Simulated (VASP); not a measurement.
# CuI (F-43m) in VASP: notebook

Runs on CuI. Level: r2SCAN. Tasks: single point.

All numbers are computed with VASP 6.6.1; they aren't measurements. Logs are shortened: lines on timing, memory, paths and dates and some standing lists are left out, and cuts for length are marked.

## Step 1: The cell of the first run

It takes space group F-43m (No. 216, cubic). The conventional cell has a = 6.083 Å, b = 6.083 Å, c = 6.083 Å, α = 90.00°, β = 90.00°, γ = 90.00°. Within 3.5 Å of Cu (site symmetry -43m) lie 4 I at 2.63 Å. Within 3.5 Å of I (site symmetry -43m) lie 4 Cu at 2.63 Å.

## Step 2: Single point, r2SCAN (28.14 Å³/atom)

File POSCAR:

```
CuI
1.0
    0.0000000000      3.0415552442      3.0415552442
    3.0415552442      0.0000000000      3.0415552442
    3.0415552442      3.0415552442      0.0000000000
Cu I
1 1
Direct
    0.2500000000      0.2500000000      0.2500000000
    0.0000000000      0.0000000000      0.0000000000
```

File INCAR.step1:

```
PREC = Accurate ; ENCUT = 520
ISMEAR = 0 ; SIGMA = 0.02
LREAL = F ; LASPH = T
NELM = 60 ; NBANDS = 16
GGA = PE ; ALGO = Normal
EDIFF = 1E-4 ; LWAVE = T
LCHARG = F
```

File INCAR.step2:

```
PREC = Accurate ; ENCUT = 520
EDIFF = 1E-7 ; ISMEAR = 0
SIGMA = 0.02 ; LREAL = F
LASPH = T ; NELM = 60
ALGO = Normal ; ISIF = 2
LWAVE = F ; LCHARG = T
METAGGA = R2SCAN ; LMIXTAU = T
LELF = T ; LVHAR = T
NBANDS = 16 ; ISTART = 1
```

File KPOINTS:

```
regular mesh
0
Gamma
  8 8 8
```

Potentials or basis: VASP PAW PBE potentials, release 64 (Cu, I).

The run is started by

```bash
> cat potpaw_PBE.64/Cu/POTCAR potpaw_PBE.64/I/POTCAR > POTCAR
> cp INCAR.step1 INCAR
> mpirun -np 1 vasp_std > vasp.out
> cp INCAR.step2 INCAR
> mpirun -np 1 vasp_std > vasp.out
```

OUTCAR:

```text
PREC = Accurate
   ENCUT = 520
   EDIFF = 1E-7
   ISMEAR = 0
   LREAL = F
   LASPH = T
   NELM = 60
   ISIF = 2
   METAGGA = R2SCAN
   ISTART = 1

 ion  position               nearest neighbor table
   1  0.250  0.250  0.250-   2 2.63   2 2.63   2 2.63   2 2.63
   2  0.000  0.000  0.000-   1 2.63   1 2.63   1 2.63   1 2.63

  LATTYP: Found a face centered cubic cell.
 ALAT       =     6.0831104884

  Lattice vectors:

 A1 = (   0.0000000000,   3.0415552442,   3.0415552442)
 A2 = (   3.0415552442,   0.0000000000,   3.0415552442)
 A3 = (   3.0415552442,   3.0415552442,   0.0000000000)

Analysis of symmetry for initial positions (statically):
=====================================================================
 Subroutine PRICEL returns:
 Original cell was already a primitive cell.

 Routine SETGRP: Setting up the symmetry group for a
 face centered cubic supercell.

 Subroutine GETGRP returns: Found 24 space group operations
 (whereof 24 operations were pure point group operations)
 out of a pool of 48 trial point group operations.

The static configuration has the point symmetry T_d .

Analysis of symmetry for dynamics (positions and initial velocities):
=====================================================================
 Subroutine PRICEL returns:
 Original cell was already a primitive cell.

 Routine SETGRP: Setting up the symmetry group for a
 face centered cubic supercell.

 Subroutine GETGRP returns: Found 24 space group operations
 (whereof 24 operations were pure point group operations)
 out of a pool of 48 trial point group operations.

The dynamic configuration has the point symmetry T_d .

 Subroutine INISYM returns: Found 24 space group operations
 (whereof 24 operations are pure point group operations),
 and found     1 'primitive' translations

----------------------------------------------------------------------------------------

                                     Primitive cell

  volume of cell :      56.2752

  direct lattice vectors                    reciprocal lattice vectors
     0.000000000  3.041555244  3.041555244    -0.164389584  0.164389584  0.164389584
     3.041555244  0.000000000  3.041555244     0.164389584 -0.164389584  0.164389584
     3.041555244  3.041555244  0.000000000     0.164389584  0.164389584 -0.164389584

  length of vectors
     4.301408677  4.301408677  4.301408677     0.284731111  0.284731111  0.284731111

  position of ions in fractional coordinates (direct lattice)
     0.250000000  0.250000000  0.250000000
     0.000000000  0.000000000  0.000000000

  ion indices of the primitive-cell ions
   primitive index   ion index
                 1           1
                 2           2

----------------------------------------------------------------------------------------

 KPOINTS: regular mesh

Automatic generation of k-mesh.
 Grid dimensions read from file:
 generate k-points for:    8    8    8

 Generating k-lattice:

  Cartesian coordinates                     Fractional coordinates (reciprocal lattice)
    -0.020548698  0.020548698  0.020548698     0.125000000  0.000000000  0.000000000
     0.020548698 -0.020548698  0.020548698     0.000000000  0.125000000  0.000000000
     0.020548698  0.020548698 -0.020548698     0.000000000  0.000000000  0.125000000

  Length of vectors
     0.035591389  0.035591389  0.035591389

  Shift w.r.t. Gamma in fractional coordinates (k-lattice)
     0.000000000  0.000000000  0.000000000

 Subroutine IBZKPT returns following result:
 ===========================================

 Found     29 irreducible k-points:

 Following reciprocal coordinates:
            Coordinates               Weight
  0.000000  0.000000  0.000000      1.000000
  0.125000  0.000000  0.000000      8.000000
  0.250000  0.000000  0.000000      8.000000
  0.375000  0.000000  0.000000      8.000000
  0.500000  0.000000  0.000000      4.000000
  0.125000  0.125000  0.000000      6.000000
[... 16 lines left out ...]
  0.500000  0.250000  0.125000     48.000000
 -0.375000  0.250000  0.125000     24.000000
 [... further k-points ...]
   k-points           NKPTS =     29   k-points in BZ     NKDIM =     29   number of bands    NBANDS=     16
   number of dos      NEDOS =    301   number of ions     NIONS =      2
   total plane-waves  NPLWV =  32768
   dimension x,y,z NGX =    32 NGY =   32 NGZ =   32
   dimension x,y,z NGXF=    64 NGYF=   64 NGZF=   64
   ions per type =               1   1
   NGX,Y,Z   is equivalent  to a cutoff of  12.37, 12.37, 12.37 a.u.
   NGXF,Y,Z  is equivalent  to a cutoff of  24.74, 24.74, 24.74 a.u.
 SYSTEM =  unknown system
   PREC   = accura    normal or accurate (medium, high low for compatibility)
   ISTART =      1    job   : 0-new  1-cont  2-samecut
   ICHARG =      0    charge: 1-file 2-atom 10-const
   ISPIN  =      1    spin polarized calculation?
   LNONCOLLINEAR =      F non collinear calculations
   LSORBIT =      F    spin-orbit coupling
   LASPH  =      T    aspherical Exc in radial PAW
   ENCUT  =  520.0 eV  38.22 Ry    6.18 a.u.   8.00  8.00  8.00*2*pi/ulx,y,z
   NELM   =     60;   NELMIN=  2; NELMDL=  0     # of ELM steps
   EDIFF  = 0.1E-06   stopping-criterion for ELM
   LREAL  =      F    real-space projection
   EDIFFG = 0.1E-05   stopping-criterion for IOM
   NSW    =      0    number of steps for IOM
   IBRION =     -1    ionic relax: 0-MD 1-quasi-New 2-CG
   NFREE  =      0    steps in history (QN), initial steepest desc. (CG)
   ISIF   =      2    stress and relaxation
   ISYM   =      2    0-nonsym 1-usesym 2-fastsym
   POTIM  = 0.5000    time-step for ionic-motion
   TEBEG  =    0.0;   TEEND  =   0.0 temperature during run
   PSTRESS=    0.0 pullay stress
   NELECT =      18.0000    total number of electrons
   NUPDOWN=      -1.0000    fix difference up-down
   EMIN   =  10.00;   EMAX   =-10.00  energy-range for DOS
   EFERMI =   0.00;   METHOD = LEGACY
   ISMEAR =     0;   SIGMA  =   0.02  broadening in eV -4-tet -1-fermi 0-gaus
   EFERMI_NEDOS =   21; number of points for ismear=-14 and -15
   IALGO  =     38    algorithm
   IMIX   =      4    mixing-type and parameters
     AMIX     =   0.40;   BMIX     =  1.00
     AMIX_MAG =   1.60;   BMIX_MAG =  1.00
  volume/ion in A,a.u.               =      28.14       189.88
  Fermi-wavevector in a.u.,A,eV,Ry     =   1.119592  2.115723 17.054729  1.253487
  Thomas-Fermi vector in A             =   2.256233
   LORBIT       =      0    0 simple, 1 ext, 2 COOP (PROOUT), +10 PAW based schemes
   METAGGA = R2SCAN    functional components
   LHFCALC =     F    Hartree Fock is set to
   AEXX    =    0.0000 exact exchange contribution
   IVDW    =     0    specifies the selected vdW correction
   LEPSILON=     F    determine dielectric tensor
   LRPA    =     F    only Hartree local field effects (RPA)
 non-spin polarized calculation
 Gauss-broadening in eV      SIGMA  =   0.02
  energy-cutoff  :      520.00
  volume of cell :       56.28
 maximum number of plane-waves:      1540
   NGX = 15   NGY = 15   NGZ = 15

 number of electron      18.0000011 magnetization

 Free energy of the ion-electron system (eV)
  ---------------------------------------------------
  ext. energy  EPLUGINS =         0.00000000
  ---------------------------------------------------
  free energy    TOTEN  =       -35.78916032 eV

  energy without entropy =      -35.78916032  energy(sigma->0) =      -35.78916032

 E-fermi :   4.2461     XC(G=0):  -9.4008

 val. band max:        4.1514372971   @ k =   0.0000   0.0000   0.0000
 cond. band min:       5.7374949390   @ k =   0.0000   0.0000   0.0000
 fundamental gap:      1.5860576419
 Fermi energy:         4.2461163252

 k-point     1 :       0.0000    0.0000    0.0000
  band No.  band energies     occupation
      1     -10.3191      2.00000
      2       0.3967      2.00000
      3       0.3967      2.00000
      4       0.3967      2.00000
      5       2.3593      2.00000
      6       2.3593      2.00000
[... 8 lines left out ...]
     15      14.1279      0.00000
     16      14.1279      0.00000

 k-point     2 :       0.1250    0.0000    0.0000
  band No.  band energies     occupation
      1     -10.2450      2.00000
      2       0.0991      2.00000
      3       0.4010      2.00000
      4       0.4011      2.00000
      5       2.3532      2.00000
      6       2.3532      2.00000
[... 8 lines left out ...]
     15      13.4620      0.00000
     16      13.5594      0.00000

 k-point     3 :       0.2500    0.0000    0.0000
  band No.  band energies     occupation
      1     -10.0550      2.00000
      2      -0.6109      2.00000
      3       0.4088      2.00000
      4       0.4088      2.00000
      5       2.3502      2.00000
      6       2.3503      2.00000
[... 8 lines left out ...]
     15      13.2644      0.00000
     16      13.4803      0.00000

 k-point     4 :       0.3750    0.0000    0.0000
  band No.  band energies     occupation
      1      -9.8469      2.00000
      2      -1.2991      2.00000
      3       0.4120      2.00000
      4       0.4121      2.00000
      5       2.3693      2.00000
      6       2.3694      2.00000
[... 8 lines left out ...]
     15      14.2323      0.00000
     16      14.2324      0.00000
[... 324 lines left out ...]
 k-point    22 :       0.3750    0.2500    0.1250
  band No.  band energies     occupation
      1      -9.9077      2.00000
      2      -0.8094      2.00000
      3       0.1603      2.00000
      4       0.3872      2.00000
      5       2.2894      2.00000
      6       2.3970      2.00000
[... 8 lines left out ...]
     15      14.9068      0.00000
     16      16.0115      0.00000

 k-point    23 :       0.5000    0.2500    0.1250
  band No.  band energies     occupation
      1      -9.7349      2.00000
      2      -1.1587      2.00000
      3      -0.0677      2.00000
      4       0.3678      2.00000
      5       2.3107      2.00000
      6       2.3716      2.00000
[... 8 lines left out ...]
     15      15.3366      0.00000
     16      16.1051      0.00000

 k-point    24 :      -0.3750    0.2500    0.1250
  band No.  band energies     occupation
      1      -9.6592      2.00000
      2      -1.3086      2.00000
      3      -0.1644      2.00000
      4       0.3520      2.00000
      5       2.2873      2.00000
      6       2.3686      2.00000
[... 8 lines left out ...]
     15      15.3559      0.00000
     16      16.0041      0.00000

 [... further k-points ...]

------------------------ aborting loop because EDIFF is reached ----------------------------------------

  FORCE on cell =-STRESS in cart. coord.  units (eV):
  Direction    XX          YY          ZZ          XY          YZ          ZX
  --------------------------------------------------------------------------------------
  -------------------------------------------------------------------------------------
  Total       -0.4364685     -0.4364685     -0.4364685     -0.0000000      0.0000000     -0.0000000
  in kB      -12.4264298    -12.4264298    -12.4264298     -0.0000000      0.0000000     -0.0000000
  external PRESSURE =     -12.4264298 kB  Pullay stress =       0.0000000 kB

 VOLUME and BASIS-vectors are now :
 -----------------------------------------------------------------------------
  energy-cutoff  :      520.00
  volume of cell :       56.28
      direct lattice vectors                 reciprocal lattice vectors
     0.000000000  3.041555244  3.041555244    -0.164389584  0.164389584  0.164389584
     3.041555244  0.000000000  3.041555244     0.164389584 -0.164389584  0.164389584
     3.041555244  3.041555244  0.000000000     0.164389584  0.164389584 -0.164389584

 POSITION                                       TOTAL-FORCE (eV/Angst)
 -----------------------------------------------------------------------------------
      1.52078      1.52078      1.52078        -0.000000     -0.000000     -0.000000
      0.00000      0.00000      0.00000         0.000000      0.000000      0.000000
 -----------------------------------------------------------------------------------
    total drift:                               -0.000007     -0.000007     -0.000007

  FREE ENERGIE OF THE ION-ELECTRON SYSTEM (eV)
  ---------------------------------------------------
  free  energy   TOTEN  =       -35.7891603242 eV

  energy  without entropy=      -35.7891603242  energy(sigma->0) =      -35.78916032
```

It took 2.1 min on 1 thread of Intel Xeon 8259CL, shared host; peak memory 0.2 GiB.

What came out:

```yaml
Free_energy: -35.7892 eV
Pressure: -1.2 GPa
Band_gap_on_the_k_mesh: 1.59 eV
```

Caveat: the PAW data sets were made with another functional, which shifts forces and pressure a little; spin-orbit coupling is left out, which moves the levels of the heavy elements.

(Continued in part 2 of 2.)
